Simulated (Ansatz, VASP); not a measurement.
**One calculation of Rh, two programs**

Contents of INCAR:

```
SYSTEM = Rh
PREC = Accurate
ENCUT = 520
EDIFF = 1E-7
ISMEAR = 0
SIGMA = 0.15
LREAL = .FALSE.
LASPH = .TRUE.
NELM = 100
ALGO = Fast
ISIF = 2
LWAVE = .FALSE.
LCHARG = .FALSE.
GGA = PE
NBANDS = 22
```

The input KPOINTS:

```
Automatic mesh
0
G
  18 18 10
  0 0 0
```

POSCAR

```
Rh
1.0
    2.6704000000      0.0000000000      0.0000000000
   -1.3352000000      2.3126342383      0.0000000000
    0.0000000000      0.0000000000      4.2448000000
Rh
2
Direct
    0.6666666667      0.3333333333      0.7500000000
    0.3333333333      0.6666666667      0.2500000000
```

Input for Ansatz:

```yaml
crystal:
  lattice:
    - [2.6704, 0.0, 0.0]
    - [-1.3352, 2.3126342383, 0.0]
    - [0.0, 0.0, 4.2448]
  atoms:
    - { symbol: Rh, position: [0.6666666667, 0.3333333333, 0.75] }
    - { symbol: Rh, position: [0.3333333333, 0.6666666667, 0.25] }
basis:
  ecutwfc: 420
kpoints:
  mp_grid: { grid: [18, 18, 10] }
hamiltonian:
  xc: pbe
  pseudopotentials: { kind: paw, azcp: { folder: soft_1 } }
scf:
  occupations: { method: gaussian, width: 0.15 }
output:
  forces: true
  stress: true
  eigenvalues: true
```

Alike in both runs: task single point; functional PBE; k mesh 18 × 18 × 10; occupations gaussian, width 0.15 eV; no spin polarisation.

```csv
,VASP,Ansatz
version,VASP 6.6.1,Ansatz 0.2.0
potentials or method,"VASP PAW PBE potentials, release 64 (Rh_pv), cutoff 520 eV","scalar-relativistic, plane waves, PAW"
valence electrons in the cell,30,34
```

|  | VASP | Ansatz | Ansatz less VASP |
| --- | --- | --- | --- |
| gap on the k mesh at the Fermi level (eV) | none | none | - |
| pressure (GPa) | 22.7 | 22.7 | -0.01 |
| traceless stress, the component that is largest in VASP (GPa) | 3.57 | 3.56 | -0.006 |

A gap of «none» marks a metal or a gap that the smearing closes. VASP's potentials hold 30 valence electrons a cell and Ansatz's 34, so a difference there can come from the potentials and not from the codes.
